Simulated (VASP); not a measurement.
# ZrB2 (P6/mmm) in VASP: a series of runs, part 2 of 2

VASP 6.6.1.

### Step 4. Electric field gradients, LDA

This run uses another cell than the first one, of 10.18 Å³/atom, 1.010 times its volume.

Contents of INCAR:

```
SYSTEM = ZrB2
PREC     = Accurate       ! precision mode
ENCUT    = 520            ! plane-wave cutoff, eV
EDIFF    = 1E-8           ! SCF threshold, eV
ISMEAR   = -1             ! smearing method
SIGMA    = 0.05           ! smearing width, eV
LREAL    = .FALSE.        ! projectors in reciprocal space
LASPH    = .TRUE.         ! aspherical terms in the spheres
NELM     = 100            ! most SCF steps
ALGO     = Normal         ! electronic algorithm
ISIF     = 2              ! what is computed and relaxed
LWAVE    = .FALSE.        ! write WAVECAR
LCHARG   = .FALSE.        ! write CHGCAR
LEFG     = .TRUE.       
NBANDS   = 16             ! bands
```

Contents of KPOINTS:

```
regular mesh
0
G
  12 12 9
  0 0 0
```

Contents of POSCAR:

```
ZrB2
1.0
    3.1649998255      0.0000000000      0.0000000000
   -1.5824999128      2.7409702519      0.0000000000
    0.0000000000      0.0000000000      3.5200000000
Zr B
1 2
Direct
    0.0000000000      0.0000000000      0.0000000000
    0.3333333333      0.6666666667      0.5000000000
    0.6666666667      0.3333333333      0.5000000000
```

Potentials or basis: VASP PAW LDA potentials, release 64 (Zr_sv, B).

Run with:

```bash
cat potpaw_LDA.64/Zr_sv/POTCAR potpaw_LDA.64/B/POTCAR > POTCAR
mpirun -np 1 vasp_std > vasp.out
```

OUTCAR:

```text
SYSTEM = ZrB2
   PREC = Accurate
   ENCUT = 520
   EDIFF = 1E-8
   ISMEAR = -1
   LREAL = .FALSE.
   LASPH = .TRUE.
   NELM = 100
   ISIF = 2

 ion  position               nearest neighbor table
   1  0.000  0.000  0.000-   2 2.54   3 2.54   2 2.54   3 2.54   3 2.54   3 2.54   2 2.54   2 2.54
                             3 2.54   3 2.54   2 2.54   2 2.54
   2  0.333  0.667  0.500-   3 1.83   3 1.83   3 1.83   1 2.54   1 2.54   1 2.54   1 2.54   1 2.54
                             1 2.54
   3  0.667  0.333  0.500-   2 1.83   2 1.83   2 1.83   1 2.54   1 2.54   1 2.54   1 2.54   1 2.54
                             1 2.54

  LATTYP: Found a hexagonal cell.
 ALAT       =     3.1649998255
 C/A-ratio  =     1.1121643583

  Lattice vectors:

 A1 = (   3.1649998255,   0.0000000000,   0.0000000000)
 A2 = (  -1.5824999128,   2.7409702519,   0.0000000000)
 A3 = (   0.0000000000,   0.0000000000,   3.5200000000)

Analysis of symmetry for initial positions (statically):
=====================================================================
[... 658 lines left out ...]
 POSITION                                       TOTAL-FORCE (eV/Angst)
 -----------------------------------------------------------------------------------
      0.00000      0.00000      0.00000        -0.000000      0.000000      0.000000
     -0.00000      1.82731      1.76000         0.000000     -0.000000      0.000000
      1.58250      0.91366      1.76000        -0.000000      0.000000      0.000000
 -----------------------------------------------------------------------------------
    total drift:                               -0.000000      0.000000      0.000000

  FREE ENERGIE OF THE ION-ELECTRON SYSTEM (eV)
  ---------------------------------------------------
  free  energy   TOTEN  =       -27.4682133454 eV

  energy  without entropy=      -27.4662477069  energy(sigma->0) =      -27.46723053

 Electric field gradients (V/A^2)
---------------------------------------------------------------------
 ion       V_xx      V_yy      V_zz      V_xy      V_xz      V_yz
---------------------------------------------------------------------
   1     -22.445   -22.445    44.889    -0.000    -0.000    -0.000
   2      -0.880    -0.880     1.760    -0.000     0.000    -0.000
   3      -0.880    -0.880     1.760    -0.000    -0.000     0.000
---------------------------------------------------------------------

 Electric field gradients after diagonalization (V/A^2)
 (convention: |V_zz| > |V_xx| > |V_yy|)
----------------------------------------------------------------------
 ion       V_xx      V_yy      V_zz     asymmetry (V_yy - V_xx)/ V_zz
----------------------------------------------------------------------
   1     -22.445   -22.445    44.889       0.000
   2      -0.880    -0.880     1.760       0.000
   3      -0.880    -0.880     1.760       0.000
----------------------------------------------------------------------

           NMR quadrupolar parameters

 Cq : quadrupolar parameter    Cq=e*Q*V_zz/h
 eta: asymmetry parameters     (V_yy - V_xx)/ V_zz
 Q  : nuclear electric quadrupole moment in mb (millibarn)
----------------------------------------------------------------------
 ion       Cq(MHz)       eta       Q (mb)
----------------------------------------------------------------------
   1       0.109       0.000       1.000
   2       0.004       0.000       1.000
   3       0.004       0.000       1.000
----------------------------------------------------------------------
```

OSZICAR:

```text
N       E                     dE             d eps       ncg     rms          rms(c)
DAV:   1     0.998377591139E+02    0.99838E+02   -0.95682E+03  3040   0.112E+03
DAV:   2    -0.261504977228E+02   -0.12599E+03   -0.12098E+03  4000   0.292E+02
DAV:   3    -0.301966105640E+02   -0.40461E+01   -0.40297E+01  4624   0.453E+01
DAV:   4    -0.302534944425E+02   -0.56884E-01   -0.56872E-01  3704   0.495E+00
DAV:   5    -0.302547809131E+02   -0.12865E-02   -0.12865E-02  4552   0.485E-01    0.219E+01
DAV:   6    -0.275238164669E+02    0.27310E+01   -0.61314E+00  3960   0.164E+01    0.876E+00
DAV:   7    -0.274732721198E+02    0.50544E-01   -0.62444E-01  4152   0.486E+00    0.334E+00
DAV:   8    -0.274731277126E+02    0.14441E-03   -0.10518E-01  3696   0.259E+00    0.391E-01
DAV:   9    -0.274685179964E+02    0.46097E-02   -0.21496E-02  3776   0.110E+00    0.183E-01
DAV:  10    -0.274682088327E+02    0.30916E-03   -0.15899E-03  3640   0.360E-01    0.419E-02
DAV:  11    -0.274682147038E+02   -0.58711E-05   -0.56055E-05  3984   0.701E-02    0.107E-02
DAV:  12    -0.274682135854E+02    0.11184E-05   -0.29383E-06  3840   0.149E-02    0.624E-03
DAV:  13    -0.274682133414E+02    0.24394E-06   -0.47667E-07  4576   0.607E-03    0.116E-03
DAV:  14    -0.274682133454E+02   -0.39608E-08   -0.23362E-08  3376   0.136E-03
   1 F= -.27468213E+02 E0= -.27467231E+02  d E =-.196564E-02
```

stdout:

```text
POSCAR found type information on POSCAR ZrB
 POSCAR found :  2 types and       3 ions
 scaLAPACK will be used
 LDA part: xc-table for (Slater(with rela. corr.)+CA(PZ))
 , standard interpolation
 POSCAR, INCAR and KPOINTS ok, starting setup
 FFT: planning ... GRIDC
 FFT: planning ... GRID_SOFT
 FFT: planning ... GRID
 WAVECAR not read
 entering main loop
ion   1

ion   2

ion   3
```

Wall time 30 s (1 thread of Intel Xeon Platinum 8259CL at 2.50GHz (Skylake/Cascade Lake), shared host); peak memory 0.16 GiB.

What came out:

| Item | Value |
| --- | --- |
| Free energy | -27.4682 eV |
| Pressure | -6.8 GPa |
| Band gap on the k mesh | zero (band 9 reaches 11.28 eV, above the bottom of band 10 at 10.01 eV) |

Stress tensor (GPa, compression positive):
```
-7.25  0.00  0.00
 0.00 -7.25  0.00
 0.00  0.00 -5.97
```

Electric field gradients, principal values (V/Å²):
```
atom    least   middle  greatest (by size)
1 Zr  -22.445  -22.445              44.889
 2 B   -0.880   -0.880               1.760
 3 B   -0.880   -0.880               1.760
```

Caveat: without QUAD_EFG the Cq values of the log hold for a quadrupole moment of 1 mb, not for the nuclei.

### Step 5. Electric field gradients, LDA

This run uses another cell than the first one, of 10.18 Å³/atom, 1.010 times its volume.

Contents of INCAR:

```
SYSTEM = ZrB2
PREC = Accurate
ENCUT = 520
EDIFF = 1E-8
ISMEAR = -1
SIGMA = 0.05
LREAL = .False.
LASPH = .True.
NELM = 80
ALGO = Normal
ISIF = 2
LWAVE = .False.
LCHARG = .False.
GGA = CA
LEFG = .True.
NBANDS = 16
```

Contents of KPOINTS:

```
Automatic mesh
0
Gamma
  12 12 9
  0 0 0
```

POSCAR is that of step 4.

Potentials or basis: VASP PAW LDA potentials, release 64 (Zr_sv, B).

Run with:

```bash
cat potpaw_LDA.64/Zr_sv/POTCAR potpaw_LDA.64/B/POTCAR > POTCAR
mpirun -np 1 vasp_std > vasp.out
```

OUTCAR:

```text
SYSTEM = ZrB2
   PREC = Accurate
   ENCUT = 520
   EDIFF = 1E-8
   ISMEAR = -1
   LREAL = .False.
   LASPH = .True.
   NELM = 80
   ISIF = 2
   GGA = CA

 ion  position               nearest neighbor table
   1  0.000  0.000  0.000-   2 2.54   3 2.54   2 2.54   3 2.54   3 2.54   3 2.54   2 2.54   2 2.54
                             3 2.54   3 2.54   2 2.54   2 2.54
   2  0.333  0.667  0.500-   3 1.83   3 1.83   3 1.83   1 2.54   1 2.54   1 2.54   1 2.54   1 2.54
                             1 2.54
   3  0.667  0.333  0.500-   2 1.83   2 1.83   2 1.83   1 2.54   1 2.54   1 2.54   1 2.54   1 2.54
                             1 2.54

  LATTYP: Found a hexagonal cell.
 ALAT       =     3.1649998255
 C/A-ratio  =     1.1121643583

  Lattice vectors:

 A1 = (   3.1649998255,   0.0000000000,   0.0000000000)
 A2 = (  -1.5824999128,   2.7409702519,   0.0000000000)
 A3 = (   0.0000000000,   0.0000000000,   3.5200000000)

Analysis of symmetry for initial positions (statically):
=====================================================================
 Subroutine PRICEL returns:
 Original cell was already a primitive cell.

 Routine SETGRP: Setting up the symmetry group for a
 hexagonal supercell.

 Subroutine GETGRP returns: Found 24 space group operations
 (whereof 24 operations were pure point group operations)
 out of a pool of 24 trial point group operations.

The static configuration has the point symmetry D_6h.

Analysis of symmetry for dynamics (positions and initial velocities):
=====================================================================
 Subroutine PRICEL returns:
 Original cell was already a primitive cell.

 Routine SETGRP: Setting up the symmetry group for a
 hexagonal supercell.

 Subroutine GETGRP returns: Found 24 space group operations
 (whereof 24 operations were pure point group operations)
 out of a pool of 24 trial point group operations.

The dynamic configuration has the point symmetry D_6h.

 Subroutine INISYM returns: Found 24 space group operations
 (whereof 24 operations are pure point group operations),
 and found     1 'primitive' translations

----------------------------------------------------------------------------------------

                                     Primitive cell

  volume of cell :      30.5366

  direct lattice vectors                    reciprocal lattice vectors
     3.164999825  0.000000000  0.000000000     0.315955784  0.182417157  0.000000000
    -1.582499913  2.740970252  0.000000000     0.000000000  0.364834313  0.000000000
     0.000000000  0.000000000  3.520000000     0.000000000  0.000000000  0.284090909

  length of vectors
     3.164999825  3.164999826  3.520000000     0.364834313  0.364834313  0.284090909

  position of ions in fractional coordinates (direct lattice)
     0.000000000  0.000000000  0.000000000
     0.333333333  0.666666667  0.500000000
     0.666666667  0.333333333  0.500000000

  ion indices of the primitive-cell ions
   primitive index   ion index
                 1           1
                 2           2
                 3           3

[... 87 lines left out ...]
   EFERMI_NEDOS =   21; number of points for ismear=-14 and -15
   IALGO  =     38    algorithm
   IMIX   =      4    mixing-type and parameters
     AMIX     =   0.40;   BMIX     =  1.00
     AMIX_MAG =   1.60;   BMIX_MAG =  1.00
  volume/ion in A,a.u.               =      10.18        68.69
  Fermi-wavevector in a.u.,A,eV,Ry     =   1.372647  2.593926 25.635539  1.884159
  Thomas-Fermi vector in A             =   2.498235
   LORBIT       =      0    0 simple, 1 ext, 2 COOP (PROOUT), +10 PAW based schemes
   GGA     = CA    functional components
   LHFCALC =     F    Hartree Fock is set to
   AEXX    =    0.0000 exact exchange contribution
   IVDW    =     0    specifies the selected vdW correction
   LEPSILON=     F    determine dielectric tensor
   LRPA    =     F    only Hartree local field effects (RPA)
 non-spin polarized calculation
  energy-cutoff  :      520.00
  volume of cell :       30.54
 maximum number of plane-waves:       840
 NGX is ok and might be reduce to    24
   NGX = 11   NGY = 11   NGZ = 13

 number of electron      18.0000000 magnetization

 Free energy of the ion-electron system (eV)
  ---------------------------------------------------
  ext. energy  EPLUGINS =         0.00000000
  ---------------------------------------------------
  free energy    TOTEN  =       -27.46821335 eV

  energy without entropy =      -27.46624771  energy(sigma->0) =      -27.46723053

 E-fermi :  10.6087     XC(G=0): -12.6187

 val. band max:       10.4503859979   @ k =   0.0833   0.0833   0.3333
 cond. band min:      10.6095287837   @ k =   0.1667   0.1667   0.1111
 fundamental gap:      0.1591427858
 Fermi energy:        10.6086858746

 k-point     1 :       0.0000    0.0000    0.0000
  band No.  band energies     occupation
      1     -37.7846      2.00000
      2     -16.1318      2.00000
      3     -15.5595      2.00000
      4     -15.5595      2.00000
      5      -2.0519      2.00000
      6       7.8858      2.00000
[... 433 lines left out ...]
      3     -16.0363      2.00000
      4     -15.7220      2.00000
      5       0.0029      2.00000
      6       4.1452      2.00000
[... 8 lines left out ...]
     15      18.2491      0.00000
     16      21.1889      0.00000

 [... further k-points ...]

------------------------ aborting loop because EDIFF is reached ----------------------------------------

  FORCE on cell =-STRESS in cart. coord.  units (eV):
  Direction    XX          YY          ZZ          XY          YZ          ZX
  --------------------------------------------------------------------------------------
  -------------------------------------------------------------------------------------
  Total       -1.3814888     -1.3814888     -1.1376104      0.0000000      0.0000000     -0.0000000
  in kB      -72.4831863    -72.4831863    -59.6875123      0.0000000      0.0000000     -0.0000000
  external PRESSURE =     -68.2179616 kB  Pullay stress =       0.0000000 kB

 VOLUME and BASIS-vectors are now :
 -----------------------------------------------------------------------------
  energy-cutoff  :      520.00
  volume of cell :       30.54
      direct lattice vectors                 reciprocal lattice vectors
     3.164999825  0.000000000  0.000000000     0.315955784  0.182417157  0.000000000
    -1.582499913  2.740970252  0.000000000     0.000000000  0.364834313  0.000000000
     0.000000000  0.000000000  3.520000000     0.000000000  0.000000000  0.284090909

 POSITION                                       TOTAL-FORCE (eV/Angst)
 -----------------------------------------------------------------------------------
      0.00000      0.00000      0.00000        -0.000000      0.000000      0.000000
     -0.00000      1.82731      1.76000         0.000000     -0.000000      0.000000
      1.58250      0.91366      1.76000        -0.000000      0.000000      0.000000
 -----------------------------------------------------------------------------------
    total drift:                               -0.000000      0.000000      0.000000

  FREE ENERGIE OF THE ION-ELECTRON SYSTEM (eV)
  ---------------------------------------------------
  free  energy   TOTEN  =       -27.4682133454 eV

  energy  without entropy=      -27.4662477069  energy(sigma->0) =      -27.46723053

 Electric field gradients (V/A^2)
---------------------------------------------------------------------
 ion       V_xx      V_yy      V_zz      V_xy      V_xz      V_yz
---------------------------------------------------------------------
   1     -22.445   -22.445    44.889    -0.000    -0.000    -0.000
   2      -0.880    -0.880     1.760    -0.000     0.000    -0.000
   3      -0.880    -0.880     1.760    -0.000    -0.000     0.000
---------------------------------------------------------------------

 Electric field gradients after diagonalization (V/A^2)
 (convention: |V_zz| > |V_xx| > |V_yy|)
----------------------------------------------------------------------
 ion       V_xx      V_yy      V_zz     asymmetry (V_yy - V_xx)/ V_zz
----------------------------------------------------------------------
   1     -22.445   -22.445    44.889       0.000
   2      -0.880    -0.880     1.760       0.000
   3      -0.880    -0.880     1.760       0.000
----------------------------------------------------------------------

           NMR quadrupolar parameters

 Cq : quadrupolar parameter    Cq=e*Q*V_zz/h
 eta: asymmetry parameters     (V_yy - V_xx)/ V_zz
 Q  : nuclear electric quadrupole moment in mb (millibarn)
----------------------------------------------------------------------
 ion       Cq(MHz)       eta       Q (mb)
----------------------------------------------------------------------
   1       0.109       0.000       1.000
   2       0.004       0.000       1.000
   3       0.004       0.000       1.000
----------------------------------------------------------------------
```

OSZICAR:

```text
N       E                     dE             d eps       ncg     rms          rms(c)
DAV:   1     0.998377591139E+02    0.99838E+02   -0.95682E+03  3040   0.112E+03
DAV:   2    -0.261504977228E+02   -0.12599E+03   -0.12098E+03  4000   0.292E+02
DAV:   3    -0.301966105640E+02   -0.40461E+01   -0.40297E+01  4624   0.453E+01
DAV:   4    -0.302534944425E+02   -0.56884E-01   -0.56872E-01  3704   0.495E+00
DAV:   5    -0.302547809131E+02   -0.12865E-02   -0.12865E-02  4552   0.485E-01    0.219E+01
DAV:   6    -0.275238164669E+02    0.27310E+01   -0.61314E+00  3960   0.164E+01    0.876E+00
DAV:   7    -0.274732721198E+02    0.50544E-01   -0.62444E-01  4152   0.486E+00    0.334E+00
DAV:   8    -0.274731277126E+02    0.14441E-03   -0.10518E-01  3696   0.259E+00    0.391E-01
DAV:   9    -0.274685179964E+02    0.46097E-02   -0.21496E-02  3776   0.110E+00    0.183E-01
DAV:  10    -0.274682088327E+02    0.30916E-03   -0.15899E-03  3640   0.360E-01    0.419E-02
DAV:  11    -0.274682147038E+02   -0.58711E-05   -0.56055E-05  3984   0.701E-02    0.107E-02
DAV:  12    -0.274682135854E+02    0.11184E-05   -0.29383E-06  3840   0.149E-02    0.624E-03
DAV:  13    -0.274682133414E+02    0.24394E-06   -0.47667E-07  4576   0.607E-03    0.116E-03
DAV:  14    -0.274682133454E+02   -0.39608E-08   -0.23362E-08  3376   0.136E-03
   1 F= -.27468213E+02 E0= -.27467231E+02  d E =-.196564E-02
```

stdout:

```text
POSCAR found type information on POSCAR ZrB
 POSCAR found :  2 types and       3 ions
 scaLAPACK will be used
 LDA part: xc-table for (Slater(with rela. corr.)+CA(PZ))
 , standard interpolation
 POSCAR, INCAR and KPOINTS ok, starting setup
 FFT: planning ... GRIDC
 FFT: planning ... GRID_SOFT
 FFT: planning ... GRID
 WAVECAR not read
 entering main loop
ion   1

ion   2

ion   3
```

Wall time 32 s (1 thread of Intel Xeon Platinum 8259CL at 2.50GHz (Skylake/Cascade Lake), shared host); peak memory 0.16 GiB.

What came out:

```yaml
Free_energy: -27.4682 eV
Pressure: -6.8 GPa
Band_gap_on_the_k_mesh: zero (band 9 reaches 11.28 eV, above the bottom of band 10 at 10.01 eV)
```

Stress tensor (GPa, compression positive):
```
-7.25  0.00  0.00
 0.00 -7.25  0.00
 0.00  0.00 -5.97
```

Electric field gradients, principal values (V/Å²):
```
atom    least   middle  greatest (by size)
1 Zr  -22.445  -22.445              44.889
 2 B   -0.880   -0.880               1.760
 3 B   -0.880   -0.880               1.760
```

Caveat: without QUAD_EFG the Cq values of the log hold for a quadrupole moment of 1 mb, not for the nuclei.
